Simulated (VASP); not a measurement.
## LiF: single point with r2SCAN

Crystal: LiF.

```
Li F
1.0
     2.51626    0.00000    0.00000
     0.00000    2.51626    0.00000
     0.00000    0.00000    2.51626
Li F
1 1
Cartesian
  0.0000 0.0000 0.0000
  1.2581 1.2581 1.2581
```

- Program: VASP 6.6.1
- Task: single point
- Functional: r2SCAN
- Potentials or basis: VASP PAW PBE potentials, release 64 (Li_sv, F_h)
- Cutoff: 910 eV
- k mesh: 10 × 10 × 10
- Occupations: gaussian, width 0.01 eV
- Spin: no spin polarisation

```yaml
Pressure: -1.3 GPa
Band_gap_on_the_k_mesh: 9.10 eV, indirect (least direct gap 9.84 eV)
```

Levels at points of the mesh, in eV from the valence-band top:
| k point | band 3 | band 4 | band 5 | band 6 | band 7 | band 8 |
| --- | --- | --- | --- | --- | --- | --- |
| (0.00, 0.00, 0.00) | -0.74 | -0.74 | -0.74 | 9.10 | 20.26 | 20.26 |
| (0.50, 0.00, 0.00) | -3.90 | -0.31 | -0.31 | 10.44 | 15.95 | 22.44 |
| (0.50, 0.50, 0.00) | -3.50 | -3.50 | 0.00 | 14.96 | 15.30 | 15.30 |
| (0.50, 0.50, 0.50) | -2.46 | -2.46 | -2.46 | 12.34 | 12.34 | 12.34 |

Wall time 55 s on 1 thread of Intel(R) Xeon(R) Platinum 8375C CPU @ 2.90GHz (Ice Lake) (shared host), peak memory 0.16 GiB.

Caveat: the cutoff is under 1.25 times the usual one of these potentials, so pressure, stress and relaxed cells hold a basis-set (Pulay) error; the PAW data sets were made with another functional, which shifts forces and pressure a little. A k mesh can miss the band edges.
